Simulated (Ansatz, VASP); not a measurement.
Two plane-wave programs on Sb

INCAR

```
SYSTEM = Sb
PREC = Accurate ; ENCUT = 520
EDIFF = 1E-6 ; ISMEAR = 0
SIGMA = 0.15 ; LREAL = .False.
LASPH = .True. ; NELM = 100
ALGO = Normal ; ISIF = 2
LWAVE = .False. ; LCHARG = .True.
GGA = PS ; LELF = .True.
LVHAR = .True. ; NBANDS = 12
```

File KPOINTS:

```
Automatic mesh
0
Gamma
  12 12 12
  0 0 0
```

POSCAR

```
Sb
1.0
    2.2151183419      1.2788991710      3.7440000000
   -2.2151183419      1.2788991710      3.7440000000
    0.0000000000     -2.5577983420      3.7440000000
Sb
2
Direct
    0.2336400000      0.2336400000      0.2336400000
    0.7663600000      0.7663600000      0.7663600000
```

Input for Ansatz:

```yaml
crystal:
  lattice:
    - [2.2151183419, 1.278899171, 3.744]
    - [-2.2151183419, 1.278899171, 3.744]
    - [0.0, -2.557798342, 3.744]
  atoms:
    - { symbol: Sb, position: [0.23364, 0.23364, 0.23364] }
    - { symbol: Sb, position: [0.76636, 0.76636, 0.76636] }
basis:
  ecutwfc: 420
kpoints:
  mp_grid: { grid: [12, 12, 12] }
hamiltonian:
  xc: pbesol
scf:
  occupations: { method: gaussian, width: 0.15 }
output:
  forces: true
  stress: true
  eigenvalues: true
```

Change from the starting cell: strain +0.030 along x and y, +0.000 along z, atoms carried along.

Alike in both runs: task single point; functional PBEsol; k mesh 12 × 12 × 12; occupations gaussian, width 0.15 eV; no spin polarisation.

|  | VASP | Ansatz |
| --- | --- | --- |
| version | VASP 6.6.1 | Ansatz 0.2.0 |
| potentials or method | VASP PAW PBE potentials, release 64 (Sb), cutoff 520 eV | scalar-relativistic, plane waves, PAW |
| valence electrons in the cell | 10 | 30 |

Ansatz gave:

* gap on the k mesh at the Fermi level (eV): none
* pressure (GPa): -2.9
* traceless stress, the component that is largest in VASP (GPa): 0.89
* rms of the force components (eV/Å): 0.035

Question: Estimate VASP's values.

Answer: gap on the k mesh at the Fermi level (eV): none; pressure (GPa): -2.8; traceless stress, the component that is largest in VASP (GPa): 0.85; rms of the force components (eV/Å): 0.012.

VASP's potentials were made for PBE, not for PBEsol. Atom by atom the forces differ by 0.024 eV/Å (rms over components). A gap of «none» marks a metal or a gap that the smearing closes. VASP's potentials hold 10 valence electrons a cell and Ansatz's 30, so a difference there can come from the potentials and not from the codes.

Neither program's run includes spin-orbit coupling.
